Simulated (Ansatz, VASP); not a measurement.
HfBe2Si2 in VASP and in Ansatz

INCAR

```
SYSTEM = HfBe2Si2
PREC = Accurate ; ENCUT = 520
EDIFF = 1E-7 ; ISMEAR = 0
SIGMA = 0.1 ; LREAL = .FALSE.
LASPH = .TRUE. ; NELM = 60
ALGO = Fast ; ISIF = 2
LWAVE = .FALSE. ; LCHARG = .TRUE.
GGA = PE ; LELF = .TRUE.
LVHAR = .TRUE. ; NBANDS = 19
```

KPOINTS

```
regular mesh
0
G
  6 6 4
  0 0 0
```

Contents of POSCAR:

```
HfBe2Si2
1.0
    3.5473203200      0.0000000000      0.0000000000
   -1.7736601600      3.0720695200      0.0000000000
    0.0000000000      0.0000000000      6.6704566500
Hf Be Si
1 2 2
Direct
    0.0000000000      0.0000000000      0.0000000000
    0.0000000000      0.0000000000      0.3330568200
    0.0000000000      0.0000000000      0.6669431800
    0.3333333300      0.6666666700      0.5000000000
    0.6666666700      0.3333333300      0.5000000000
```

Input for Ansatz:

```yaml
crystal:
  lattice:
    - [3.54732032, 0.0, 0.0]
    - [-1.77366016, 3.07206952, 0.0]
    - [0.0, 0.0, 6.67045665]
  atoms:
    - { symbol: Hf, position: [0.0, 0.0, 0.0] }
    - { symbol: Be, position: [0.0, 0.0, 0.33305682] }
    - { symbol: Be, position: [0.0, 0.0, 0.66694318] }
    - { symbol: Si, position: [0.33333333, 0.66666667, 0.5] }
    - { symbol: Si, position: [0.66666667, 0.33333333, 0.5] }
basis:
  ecutwfc: 420
kpoints:
  mp_grid: { grid: [6, 6, 4] }
hamiltonian:
  xc: pbe
scf:
  occupations: { method: gaussian, width: 0.1 }
  lower_state_search: "off"
output:
  forces: true
  stress: true
  eigenvalues: true
```

Alike in both runs: task single point; functional PBE; k mesh 6 × 6 × 4; occupations gaussian, width 0.1 eV; no spin polarisation.

|  | VASP | Ansatz |
| --- | --- | --- |
| version | VASP 6.6.1 | Ansatz 0.2.0 |
| potentials or method | VASP PAW PBE potentials, release 64 (Hf_pv, Be, Si), cutoff 520 eV | scalar-relativistic, plane waves, PAW |
| valence electrons in the cell | 22 | 38 |

|  | VASP | Ansatz | Ansatz less VASP |
| --- | --- | --- | --- |
| gap on the k mesh at the Fermi level (eV) | none | none | - |
| rms of the force components (eV/Å) | 0.699 | 0.694 | -0.0050 |

Atom by atom the forces differ by 0.005 eV/Å (rms over components). A gap of «none» marks a metal or a gap that the smearing closes. VASP's potentials hold 22 valence electrons a cell and Ansatz's 38, so a difference there can come from the potentials and not from the codes.

Spin-orbit coupling is off throughout.
